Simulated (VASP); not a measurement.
TiAs, 8 atoms in the cell. The typed cell holds 8 atoms: a = 3.650 Å, b = 3.650 Å, c = 12.300 Å, α = 90.00°, β = 90.00°, γ = 120.00°. 

- Program: VASP 6.6.1
- Task: single point
- Functional: PBEsol
- Potentials or basis: VASP PAW PBE potentials, release 64 (As, Ti_sv)
- Cutoff: 500 eV
- k mesh: 8 × 8 × 2
- Occupations: fermi-dirac, width 0.02 eV
- Spin: no spin polarisation
- Dipole correction: no
- Further INCAR settings: ALGO = Normal; EDIFF = 1e-06; NBANDS = 44

Potentials or basis: VASP PAW PBE potentials, release 64 (As, Ti_sv).

The run is started by

```sh
$ cat potpaw_PBE.64/As/POTCAR potpaw_PBE.64/Ti_sv/POTCAR > POTCAR
$ mpirun -np 1 vasp_std > vasp.out
```

Hardware: 1 thread of Intel(R) Xeon(R) Platinum 8259CL CPU @ 2.50GHz (Skylake/Cascade Lake), on a shared host.

Estimate the wall time of this run.

Wall time 2.5 min on 1 thread of Intel(R) Xeon(R) Platinum 8259CL CPU @ 2.50GHz (Skylake/Cascade Lake), on a shared host, peak memory 0.29 GiB. Counts: scf iterations 17, k points 20.
